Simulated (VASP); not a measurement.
Wanted: the native input for a VASP 6.6.1 run.

| Property | Result |
| --- | --- |
| Task | single point |
| Functional | PBEsol |
| Potentials or basis | VASP PAW PBE potentials, release 64 (Ge_d) |
| Cutoff | 520 eV |
| k mesh | 9 × 9 × 11 |
| Occupations | gaussian, width 0.1 eV |
| Spin | no spin polarisation |
| Dipole correction | no |
| Further INCAR settings | ALGO = Normal; EDIFF = 1e-07; NBANDS = 21; ISYM = 0 |

The structure of Ge lies in POSCAR:

```
Ge
1.0
    4.0133717230      0.0000000000      0.0000000000
   -2.0066858615      3.4756818669      0.0000000000
    2.0066858615      1.1585606223      3.2769042898
Ge
2
Direct
    0.0000000000      0.0000000000      0.0000000000
    0.5000000000      0.7500000000      0.7500000000
```

These files were run (other wordings do the same):

INCAR

```
SYSTEM = Ge
PREC = Accurate
ENCUT = 520
EDIFF = 1E-7
ISMEAR = 0
SIGMA = 0.1
LREAL = .FALSE.
LASPH = .TRUE.
NELM = 60
ALGO = Normal
ISIF = 2
LWAVE = .FALSE.
LCHARG = .FALSE.
GGA = PS
NBANDS = 21
ISYM = 0
```

KPOINTS

```
Automatic mesh
0
G
  9 9 11
  0 0 0
```

Potentials or basis: VASP PAW PBE potentials, release 64 (Ge_d).

Run with:

```bash
$ cat potpaw_PBE.64/Ge_d/POTCAR > POTCAR
$ mpirun -np 1 vasp_std > vasp.out
```

It gave:

The pressure is -0.1 GPa and the band gap on the k mesh is zero (filled and empty bands touch).

Caveat: the PAW data sets were made with another functional, which shifts forces and pressure a little.

Wall time 2.9 min on 1 thread of Intel(R) Xeon(R) 6975P-C (Granite Rapids), on a shared host, peak memory 0.42 GiB.
